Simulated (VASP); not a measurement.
A run of VASP 6.6.1:

The input INCAR:

```
SYSTEM = Al15CrN16
  PREC = Accurate
  ENCUT = 450
  EDIFF = 1E-5
  ISMEAR = 0
  SIGMA = 0.03
  LREAL = Auto
  LASPH = .TRUE.
  NELM = 120
  ALGO = Normal
  ISIF = 2
  LWAVE = .FALSE.
  LCHARG = .FALSE.
  ISPIN = 2
  MAGMOM = 4 0 0 0 0 0 0 0 0 0 0 0 0 0 0 0 0 0 0 0 0 0 0 0 0 0 0 0 0 0 0 0
  LORBIT = 11
  NUPDOWN = 4
  LMAXMIX = 4
  LDAU = .TRUE.
  LDAUTYPE = 2
  LDAUL = 2 -1 -1
  LDAUU = 3 0 0
  LDAUJ = 0 0 0
  LDAUPRINT = 1
  GGA = PS
  NELECT = 138.0
  ISYM = 0
  KPAR = 4
```

File KPOINTS:

```
Automatic mesh
0
G
  3 3 2
  0 0 0
```

File POSCAR:

```
Al15CrN16                               
1.0
    6.2200008610      0.0000000000      0.0000000000
   -3.1100004305      5.3866787572      0.0000000000
    0.0000000000      0.0000000000      9.9600000000
  Cr              Al              N             
     1    15    16
Direct
     0.3321905102011829    0.1637105495023466    0.0045417066304195
     0.3334763087843919    0.1661712947327917    0.4957877750345173
     0.3309120174643073    0.6639964349081412    0.9992793127608838
     0.3343369147548316    0.6673111089802554    0.5005538640665748
     0.8356097697389083    0.1713413972006480    0.9979603044496955
     0.8335530413315875    0.1665293564262927    0.5006692092258509
     0.8323095378922829    0.6627107826826266    0.9994407517348270
     0.8334510302618960    0.6672008498394192    0.5005795594531783
     0.1675134680574501    0.3334689481234862    0.2513957107011418
     0.1679599627023180    0.3343699010008359    0.7498332733714207
     0.1664242730298323    0.8319747145509598    0.2512590559229949
     0.1663699421969587    0.8325920744706820    0.7507710027581569
     0.6668998507081780    0.3337630524957806    0.2512910995604079
     0.6668243918776746    0.3340062505325274    0.7497396122326638
     0.6672391459046575    0.8340325931497140    0.2481978517293478
     0.6674524289893385    0.8344328571273121    0.7514767012306524
     0.3333659583332735    0.1652795754222669    0.2124120118961614
     0.3333863313397462    0.1661726386694269    0.6877423849647070
     0.3332505688879848    0.6660686370875347    0.1917307659005404
     0.3366355196360801    0.6688043891958740    0.6893348156023105
     0.8344209011815368    0.1681364680695205    0.1907596607625888
     0.8332179948483286    0.1655702236619873    0.6895474088313043
     0.8336583867361608    0.6664292203927028    0.1918006231471384
     0.8323967536039857    0.6684985655842026    0.6893605307963042
     0.1652203333577236    0.3352485089337684    0.4429079534491381
     0.1610314335548350    0.3416613540705012    0.9356691164459463
     0.1647961510552780    0.8290903199131336    0.4427689854729330
     0.1565945606107179    0.8136089538130949    0.9373465132282109
     0.6707969542277058    0.3353069814128259    0.4428777827932553
     0.6811125872322361    0.3416413489897642    0.9357838378189789
     0.6672102868853552    0.8338845462201017    0.4393024176844686
     0.6674916846132557    0.8343731028395003    0.9419984003432971
```

Potentials or basis: VASP PAW PBE potentials, release 64 (Cr_pv, Al, N).

Command:

```bash
$ cat potpaw_PBE.64/Cr_pv/POTCAR potpaw_PBE.64/Al/POTCAR potpaw_PBE.64/N/POTCAR > POTCAR
$ mpirun -np 4 vasp_std > vasp.out
```

Hardware: 4 MPI ranks on AMD EPYC 7R13 Processor (Zen 3), with other jobs on the host.

Problem. How long does it take, and how much memory?

Solution. It took 7.9 min on 4 MPI ranks on AMD EPYC 7R13 Processor (Zen 3), on a shared host, peak memory 0.7 GiB a rank. Counts: scf iterations 21, k points 10.
